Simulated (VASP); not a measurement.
# CdS (P6_3mc) in VASP: further runs

Runs on CdS. Level: PBEsol. Tasks: relaxation of cell and atoms.

All numbers are computed with VASP 6.6.1; they aren't measurements. Logs are shortened: lines on timing, memory, paths and dates and some standing lists are left out, and cuts for length are marked.

### 1 The cell of the first run

The structure is hexagonal, space group P6_3mc (No. 186). Conventional cell: a = 4.150 Å, b = 4.150 Å, c = 6.737 Å, α = 90.00°, β = 90.00°, γ = 120.00°. Within 3.3 Å of Cd (site symmetry 3m) lie 4 S at 2.53 to 2.54 Å. Within 3.3 Å of S (site symmetry 3m) lie 4 Cd at 2.53 to 2.54 Å.

### 2 Relaxation of cell and atoms, PBEsol

INCAR reads:

```
PREC = Accurate
ENCUT = 600
EDIFF = 1E-6
ISMEAR = 0
SIGMA = 0.01
LREAL = False
LASPH = True
NELM = 60
ALGO = Normal
ISIF = 3
LWAVE = False
LCHARG = False
GGA = PS
IBRION = 2
NSW = 80
EDIFFG = -0.02
```

KPOINTS reads:

```
Automatic mesh
0
Gamma
  6 6 4
```

POSCAR reads:

```
CdS
1.0
    4.1500000000      0.0000000000      0.0000000000
   -2.0750000000      3.5940054257      0.0000000000
    0.0000000000      0.0000000000      6.7370000000
Cd S
2 2
Direct
    0.3333330000      0.6666670000      0.0000000000
    0.6666670000      0.3333330000      0.5000000000
    0.3333330000      0.6666670000      0.3750000000
    0.6666670000      0.3333330000      0.8750000000
```

Potentials or basis: VASP PAW PBE potentials, release 64 (Cd, S).

Launch:

```
cat potpaw_PBE.64/Cd/POTCAR potpaw_PBE.64/S/POTCAR > POTCAR
mpirun -np 1 vasp_std > vasp.out
```

OUTCAR:

```text
PREC = Accurate
   ENCUT = 600
   EDIFF = 1E-6
   ISMEAR = 0
   LREAL = False
   LASPH = True
   NELM = 60
   ISIF = 3
   GGA = PS
   IBRION = 2
   NSW = 80
   EDIFFG = -0.02

 ion  position               nearest neighbor table
   1  0.333  0.667  0.000-   3 2.53   4 2.54   4 2.54   4 2.54
   2  0.667  0.333  0.500-   4 2.53   3 2.54   3 2.54   3 2.54
   3  0.333  0.667  0.375-   1 2.53   2 2.54   2 2.54   2 2.54
   4  0.667  0.333  0.875-   2 2.53   1 2.54   1 2.54   1 2.54

  LATTYP: Found a hexagonal cell.
 ALAT       =     4.1500000000
 C/A-ratio  =     1.6233734940

  Lattice vectors:

 A1 = (   4.1500000000,   0.0000000000,   0.0000000000)
 A2 = (  -2.0750000000,   3.5940054257,   0.0000000000)
 A3 = (   0.0000000000,   0.0000000000,   6.7370000000)

Analysis of symmetry for initial positions (statically):
=====================================================================
 Subroutine PRICEL returns:
 Original cell was already a primitive cell.

 Routine SETGRP: Setting up the symmetry group for a
 hexagonal supercell.

 Subroutine GETGRP returns: Found 12 space group operations
 (whereof  6 operations were pure point group operations)
 out of a pool of 24 trial point group operations.

The static configuration has the point symmetry C_3v.
 The point group associated with its full space group is C_6v.

Analysis of symmetry for dynamics (positions and initial velocities):
=====================================================================
 Subroutine PRICEL returns:
 Original cell was already a primitive cell.

 Routine SETGRP: Setting up the symmetry group for a
 hexagonal supercell.

 Subroutine GETGRP returns: Found 12 space group operations
 (whereof  6 operations were pure point group operations)
 out of a pool of 24 trial point group operations.

The dynamic configuration has the point symmetry C_3v.
 The point group associated with its full space group is C_6v.

 Subroutine INISYM returns: Found 12 space group operations
 (whereof  6 operations are pure point group operations),
 and found     1 'primitive' translations

----------------------------------------------------------------------------------------

                                     Primitive cell

  volume of cell :     100.4832

  direct lattice vectors                    reciprocal lattice vectors
     4.150000000  0.000000000  0.000000000     0.240963855  0.139120547  0.000000000
    -2.075000000  3.594005426  0.000000000     0.000000000  0.278241094  0.000000000
     0.000000000  0.000000000  6.737000000     0.000000000  0.000000000  0.148434021

  length of vectors
     4.150000000  4.150000000  6.737000000     0.278241094  0.278241094  0.148434021

  position of ions in fractional coordinates (direct lattice)
     0.333333000  0.666667000  0.000000000
     0.666667000  0.333333000  0.500000000
     0.333333000  0.666667000  0.375000000
     0.666667000  0.333333000  0.875000000

  ion indices of the primitive-cell ions
   primitive index   ion index
                 1           1
                 2           2
                 3           3
                 4           4

----------------------------------------------------------------------------------------

 KPOINTS: Automatic mesh

Automatic generation of k-mesh.
 Grid dimensions read from file:
 generate k-points for:    6    6    4

 Generating k-lattice:

  Cartesian coordinates                     Fractional coordinates (reciprocal lattice)
     0.040160643  0.023186758  0.000000000     0.166666667  0.000000000  0.000000000
     0.000000000  0.046373516  0.000000000     0.000000000  0.166666667  0.000000000
     0.000000000  0.000000000  0.037108505     0.000000000  0.000000000  0.250000000

  Length of vectors
[... 57 lines left out ...]
   ISIF   =      3    stress and relaxation
   ISYM   =      2    0-nonsym 1-usesym 2-fastsym
   POTIM  = 0.5000    time-step for ionic-motion
   TEBEG  =    0.0;   TEEND  =   0.0 temperature during run
   PSTRESS=    0.0 pullay stress
   NELECT =      36.0000    total number of electrons
   NUPDOWN=      -1.0000    fix difference up-down
   EMIN   =  10.00;   EMAX   =-10.00  energy-range for DOS
   EFERMI =   0.00;   METHOD = LEGACY
   ISMEAR =     0;   SIGMA  =   0.01  broadening in eV -4-tet -1-fermi 0-gaus
   EFERMI_NEDOS =   21; number of points for ismear=-14 and -15
   IALGO  =     38    algorithm
   IMIX   =      4    mixing-type and parameters
     AMIX     =   0.40;   BMIX     =  1.00
     AMIX_MAG =   1.60;   BMIX_MAG =  1.00
  volume/ion in A,a.u.               =      25.12       169.52
  Fermi-wavevector in a.u.,A,eV,Ry     =   1.162727  2.197236 18.394190  1.351935
  Thomas-Fermi vector in A             =   2.299285
   LORBIT       =      0    0 simple, 1 ext, 2 COOP (PROOUT), +10 PAW based schemes
   GGA     = PS    functional components
   LHFCALC =     F    Hartree Fock is set to
   AEXX    =    0.0000 exact exchange contribution
   IVDW    =     0    specifies the selected vdW correction
   LEPSILON=     F    determine dielectric tensor
   LRPA    =     F    only Hartree local field effects (RPA)
 conjugate gradient relaxation of ions
 non-spin polarized calculation
 Gauss-broadening in eV      SIGMA  =   0.01
  energy-cutoff  :      600.00
  volume of cell :      100.48
 maximum number of plane-waves:      3378
 NGX is ok and might be reduce to    36
   NGX = 17   NGY = 17   NGZ = 27

--------------------------------------- Ionic step        1  -------------------------------------------

 number of electron      36.0000008 magnetization

 Free energy of the ion-electron system (eV)
  ---------------------------------------------------
  ext. energy  EPLUGINS =         0.00000000
  ---------------------------------------------------
  free energy    TOTEN  =       -13.62861700 eV

  energy without entropy =      -13.62861700  energy(sigma->0) =      -13.62861700

------------------------ aborting loop because EDIFF is reached ----------------------------------------

  FORCE on cell =-STRESS in cart. coord.  units (eV):
  Direction    XX          YY          ZZ          XY          YZ          ZX
  --------------------------------------------------------------------------------------
  -------------------------------------------------------------------------------------
  Total       -0.4461935     -0.4461935     -0.0863910      0.0000000     -0.0000000     -0.0000000
  in kB       -7.1144358     -7.1144358     -1.3774820      0.0000000     -0.0000000     -0.0000000
  external PRESSURE =      -5.2021178 kB  Pullay stress =       0.0000000 kB

 VOLUME and BASIS-vectors are now :
 -----------------------------------------------------------------------------
  energy-cutoff  :      600.00
  volume of cell :      100.48
      direct lattice vectors                 reciprocal lattice vectors
     4.150000000  0.000000000  0.000000000     0.240963855  0.139120547  0.000000000
    -2.075000000  3.594005426  0.000000000     0.000000000  0.278241094  0.000000000
     0.000000000  0.000000000  6.737000000     0.000000000  0.000000000  0.148434021

 POSITION                                       TOTAL-FORCE (eV/Angst)
 -----------------------------------------------------------------------------------
     -0.00000      2.39600      0.00000        -0.000000      0.000000     -0.065889
      2.07500      1.19800      3.36850         0.000000     -0.000000     -0.065889
     -0.00000      2.39600      2.52637        -0.000000      0.000000      0.065889
      2.07500      1.19800      5.89487         0.000000     -0.000000      0.065889
 -----------------------------------------------------------------------------------
    total drift:                               -0.001466      0.000846     -0.000845

  FREE ENERGIE OF THE ION-ELECTRON SYSTEM (eV)
  ---------------------------------------------------
  free  energy   TOTEN  =       -13.6286170028 eV

  energy  without entropy=      -13.6286170028  energy(sigma->0) =      -13.62861700

--------------------------------------- Ionic step        2  -------------------------------------------

 number of electron      36.0000003 magnetization

 Free energy of the ion-electron system (eV)
  ---------------------------------------------------
  ext. energy  EPLUGINS =         0.00000000
  ---------------------------------------------------
  free energy    TOTEN  =       -13.63168602 eV

  energy without entropy =      -13.63168602  energy(sigma->0) =      -13.63168602

 E-fermi :   1.2517     XC(G=0):  -9.3664

 val. band max:        1.2078110212   @ k =   0.0000   0.0000   0.0000
 cond. band min:       2.2897453524   @ k =   0.0000   0.0000   0.0000
 fundamental gap:      1.0819343312
 Fermi energy:         1.2517071075

 k-point     1 :       0.0000    0.0000    0.0000
  band No.  band energies     occupation
      1     -11.1783      2.00000
      2     -10.7344      2.00000
      3      -6.5044      2.00000
      4      -6.4947      2.00000
      5      -6.4947      2.00000
      6      -6.4092      2.00000
[... 514 lines left out ...]
     21       7.1711      0.00000
     22       7.1711      0.00000

------------------------ aborting loop because EDIFF is reached ----------------------------------------

  FORCE on cell =-STRESS in cart. coord.  units (eV):
  Direction    XX          YY          ZZ          XY          YZ          ZX
  --------------------------------------------------------------------------------------
  -------------------------------------------------------------------------------------
  Total        0.0694872      0.0694872      0.0169610      0.0000000      0.0000000      0.0000000
  in kB        1.1211447      1.1211447      0.2736576      0.0000000      0.0000000      0.0000000
  external PRESSURE =       0.8386490 kB  Pullay stress =       0.0000000 kB

 VOLUME and BASIS-vectors are now :
 -----------------------------------------------------------------------------
  energy-cutoff  :      600.00
  volume of cell :       99.30
      direct lattice vectors                 reciprocal lattice vectors
     4.127667232  0.000000000 -0.000000000     0.242267592  0.139873259 -0.000000000
    -2.063833616  3.574664681  0.000000000    -0.000000000  0.279746519  0.000000000
     0.000000000 -0.000000000  6.729980495     0.000000000 -0.000000000  0.148588841

 POSITION                                       TOTAL-FORCE (eV/Angst)
 -----------------------------------------------------------------------------------
     -0.00000      2.38311      6.72681         0.000000      0.000000     -0.002307
      2.06384      1.19155      3.36181        -0.000000     -0.000000     -0.002307
     -0.00000      2.38311      2.52692        -0.000000     -0.000000      0.002307
      2.06384      1.19155      5.89191         0.000000     -0.000000      0.002307
 -----------------------------------------------------------------------------------
    total drift:                               -0.001470      0.000849     -0.000481

  FREE ENERGIE OF THE ION-ELECTRON SYSTEM (eV)
  ---------------------------------------------------
  free  energy   TOTEN  =       -13.6316860216 eV

  energy  without entropy=      -13.6316860216  energy(sigma->0) =      -13.63168602

 reached required accuracy - stopping structural energy minimisation
```

Run time: 59 s. Hardware: 1 thread of Intel Xeon Platinum 8124M at 3.00GHz (Skylake/Cascade Lake), shared host; peak memory 0.28 GiB.

What came out:

| Property | Result |
| --- | --- |
| Free energy | -13.6317 eV |
| Relaxed volume | 24.83 Å³/atom |
| Relaxed cell | a = 4.128 Å, b = 4.128 Å, c = 6.730 Å, α = 90.00°, β = 90.00°, γ = 120.00° |
| Space group after relaxing (to 0.1 Å) | P6_3mc (No. 186) |
| Energy gained by relaxing | 0.8 meV/atom |
| Ionic steps | 2 |
| Pressure after relaxing | 0.1 GPa |
| Band gap on the k mesh | 1.08 eV |

Forces on the atoms (eV/Å):
```
Cd   0.000  0.000 -0.002
Cd   0.000  0.000 -0.002
S    0.000  0.000  0.002
S    0.000  0.000  0.002
```

Stress tensor (GPa, compression positive):
```
0.11 0.00 0.00
0.00 0.11 0.00
0.00 0.00 0.03
```

Step by step:
| step | energy change (eV) | largest force (eV/Å) | pressure (GPa) | volume (Å³) |
| --- | --- | --- | --- | --- |
| 1 | 0.0000 | 0.0659 | -0.52 | 100.48 |
| 2 | -0.0031 | 0.0023 | 0.08 | 99.30 |

Final structure:
```
CELL_PARAMETERS angstrom
4.12767 0.00000 0.00000
-2.06383 3.57466 0.00000
0.00000 0.00000 6.72998
ATOMIC_POSITIONS crystal
Cd 0.33333 0.66667 0.99953
Cd 0.66667 0.33333 0.49953
S 0.33333 0.66667 0.37547
S 0.66667 0.33333 0.87547
```

Levels at points of the mesh, in eV from the valence-band top:
| k point | band 16 | band 17 | band 18 | band 19 | band 20 | band 21 |
| --- | --- | --- | --- | --- | --- | --- |
| (0.00, 0.00, 0.00) | -0.05 | 0.00 | 0.00 | 1.08 | 2.69 | 6.38 |
| (0.50, 0.00, 0.00) | -1.92 | -1.34 | -0.77 | 3.62 | 3.77 | 4.96 |
| (0.00, 0.00, 0.50) | -0.40 | -0.40 | -0.40 | 2.75 | 2.75 | 6.06 |
| (0.50, 0.00, 0.50) | -1.38 | -1.37 | -1.37 | 3.35 | 3.35 | 5.27 |

Caveat: the PAW data sets were made with another functional, which shifts forces and pressure a little. PBEsol gaps usually lie below the measured ones, often by a third to a half.

### 3 Relaxation of cell and atoms, PBEsol, target pressure 10 GPa, at which the enthalpy is minimised

INCAR reads:

```
ALGO     = Normal         # electronic algorithm
EDIFF    = 1E-6           # SCF threshold, eV
EDIFFG   = -0.02          # ionic threshold
ENCUT    = 600            # plane-wave cutoff, eV
GGA      = PS             # functional
IBRION   = 2              # ionic algorithm
ISIF     = 3              # what is computed and relaxed
ISMEAR   = 0              # smearing method
LASPH    = T              # aspherical terms in the spheres
LCHARG   = F              # write CHGCAR
LREAL    = F              # projectors in reciprocal space
LWAVE    = F              # write WAVECAR
NELM     = 80             # most SCF steps
NSW      = 80             # ionic steps
PREC     = Accurate       # precision mode
PSTRESS  = 100.0        
SIGMA    = 0.01           # smearing width, eV
```

KPOINTS reads:

```
k-points
0
Gamma
  6 6 4
```

POSCAR is that of step 2.

Potentials or basis: VASP PAW PBE potentials, release 64 (Cd, S).

Launch:

```
cat potpaw_PBE.64/Cd/POTCAR potpaw_PBE.64/S/POTCAR > POTCAR
mpirun -np 1 vasp_std > vasp.out
```

Run time: 2.7 min. Hardware: 1 thread of Intel Xeon Platinum 8124M at 3.00GHz (Skylake/Cascade Lake), shared host; peak memory 0.29 GiB.

It converged, with:

```
Free energy                                                : -13.3082 eV
Relaxed volume                                             : 21.97 Å³/atom
Relaxed cell                                               : a = 3.963 Å, b = 3.963 Å, c = 6.460 Å, α = 90.00°, β = 90.00°, γ = 120.00°
Space group after relaxing (to 0.1 Å)                      : P6_3mc (No. 186)
Energy change on relaxing (the run minimises the enthalpy) : +80.1 meV/atom
Ionic steps                                                : 6
Pressure after relaxing                                    : 10.1 GPa
Largest force after relaxing                               : 0.005 eV/Å
Band gap on the k mesh                                     : 1.35 eV
```

Forces in eV/Å, atoms in the order of the input:
```
Cd   0.000  0.000  0.005
Cd   0.000  0.000  0.005
S    0.000  0.000 -0.005
S    0.000  0.000 -0.005
```

Step by step:
```csv
step,energy change (eV),largest force (eV/Å),pressure (GPa),volume (Å³)
1,0.0000,0.0659,-0.52,100.48
2,1.3267,0.0489,25.26,78.35
3,0.3061,0.0354,9.80,88.10
4,0.3207,0.0342,10.08,87.86
5,0.3204,0.0288,10.07,87.86
6,0.3204,0.0050,10.07,87.86
```

Final structure:
```cif
data_structure
_symmetry_space_group_name_H-M 'P 1'
_symmetry_Int_Tables_number 1
_cell_length_a 3.9628
_cell_length_b 3.9628
_cell_length_c 6.4605
_cell_angle_alpha 90.000
_cell_angle_beta 90.000
_cell_angle_gamma 120.000
_cell_volume 87.86
loop_
_atom_site_label
_atom_site_type_symbol
_atom_site_fract_x
_atom_site_fract_y
_atom_site_fract_z
_atom_site_occupancy
Cd1 Cd 0.33333 0.66667 0.99961 1
Cd2 Cd 0.66667 0.33333 0.49961 1
S1 S 0.33333 0.66667 0.37539 1
S2 S 0.66667 0.33333 0.87539 1
```

Levels at points of the mesh, in eV from the valence-band top:
```tsv
k point	band 16	band 17	band 18	band 19	band 20	band 21
(0.00, 0.00, 0.00)	-0.08	0.00	0.00	1.35	2.82	6.32
(0.50, 0.00, 0.00)	-2.39	-1.69	-0.97	3.70	3.84	4.87
(0.00, 0.00, 0.50)	-0.50	-0.50	-0.50	2.98	2.98	6.18
(0.50, 0.00, 0.50)	-1.72	-1.69	-1.69	3.34	3.34	5.29
```

Caveat: the cell is relaxed towards a set pressure, so the run minimises the enthalpy, not the energy; the PAW data sets were made with another functional, which shifts forces and pressure a little.

### 4 Relaxation of cell and atoms, PBEsol, target pressure 20 GPa, at which the enthalpy is minimised

INCAR reads:

```
ALGO = Normal ; EDIFF = 1E-6
EDIFFG = -0.02 ; ENCUT = 600
GGA = PS ; IBRION = 2
ISIF = 3 ; ISMEAR = 0
LASPH = True ; LCHARG = False
LREAL = False ; LWAVE = False
NELM = 80 ; NSW = 80
PREC = Accurate ; PSTRESS = 200.0
SIGMA = 0.01
```

KPOINTS is that of step 3.

POSCAR is that of step 3.

Launch:

```
cat potpaw_PBE.64/Cd/POTCAR potpaw_PBE.64/S/POTCAR > POTCAR
mpirun -np 1 vasp_std > vasp.out
```

Run time: 4.2 min. Hardware: 1 thread of Intel Xeon Platinum 8124M at 3.00GHz (Skylake/Cascade Lake), shared host; peak memory 0.26 GiB.

Results (log left out):

- Free energy: -12.6814 eV
- Relaxed volume: 20.26 Å³/atom
- Relaxed cell: a = 3.848 Å, b = 3.848 Å, c = 6.321 Å, α = 90.00°, β = 90.00°, γ = 120.00°
- Space group after relaxing (to 0.1 Å): P6_3mc (No. 186)
- Energy change on relaxing (the run minimises the enthalpy): +236.8 meV/atom
- Ionic steps: 10
- Pressure after relaxing: 20.0 GPa
- Largest force after relaxing: 0.019 eV/Å
- Band gap on the k mesh: 1.48 eV

Forces on the atoms (eV/Å):
```
Cd   0.000  0.000  0.019
Cd   0.000  0.000  0.019
S    0.000  0.000 -0.019
S    0.000  0.000 -0.019
```

Step by step:
```csv
step,energy change (eV),largest force (eV/Å),pressure (GPa),volume (Å³)
1,0.0000,0.0659,-0.52,100.48
2,7.2411,0.1988,94.66,60.58
3,0.7921,0.0554,17.80,82.36
4,0.8994,0.0523,19.40,81.44
5,0.9429,0.0511,20.01,81.08
6,0.9431,0.0893,19.99,81.08
7,0.9425,0.0203,20.00,81.08
8,0.9429,0.0202,20.00,81.08
9,0.9443,0.0200,20.02,81.06
10,0.9472,0.0189,20.05,81.04
```

Final structure:
```
Cd S
1.0
     3.84768    0.00000    0.00000
    -1.92384    3.33219    0.00000
     0.00000    0.00000    6.32062
Cd S
2 2
Direct
  0.33333 0.66667 0.00078
  0.66667 0.33333 0.50078
  0.33333 0.66667 0.37422
  0.66667 0.33333 0.87422
```

Levels at points of the mesh, in eV from the valence-band top:
| k point | band 14 | band 15 | band 16 | band 17 | band 18 | band 19 | band 20 | band 21 | band 22 |
| --- | --- | --- | --- | --- | --- | --- | --- | --- | --- |
| (0.00, 0.00, 0.00) | -1.11 | -1.11 | -0.12 | 0.00 | 0.00 | 1.48 | 2.93 | 6.27 | 6.27 |
| (0.50, 0.00, 0.00) | -4.55 | -3.78 | -2.73 | -1.99 | -1.10 | 3.63 | 3.91 | 4.75 | 6.79 |
| (0.00, 0.00, 0.50) | -3.10 | -0.58 | -0.58 | -0.58 | -0.58 | 3.10 | 3.10 | 6.21 | 6.21 |
| (0.50, 0.00, 0.50) | -5.41 | -1.97 | -1.97 | -1.97 | -1.97 | 3.26 | 3.26 | 5.25 | 5.25 |

Caveat: the cell is relaxed towards a set pressure, so the run minimises the enthalpy, not the energy; the volume moved by over 15 % at a fixed basis, so the end points are rough; the PAW data sets were made with another functional, which shifts forces and pressure a little.

(Part 1 of 2 ends here.)
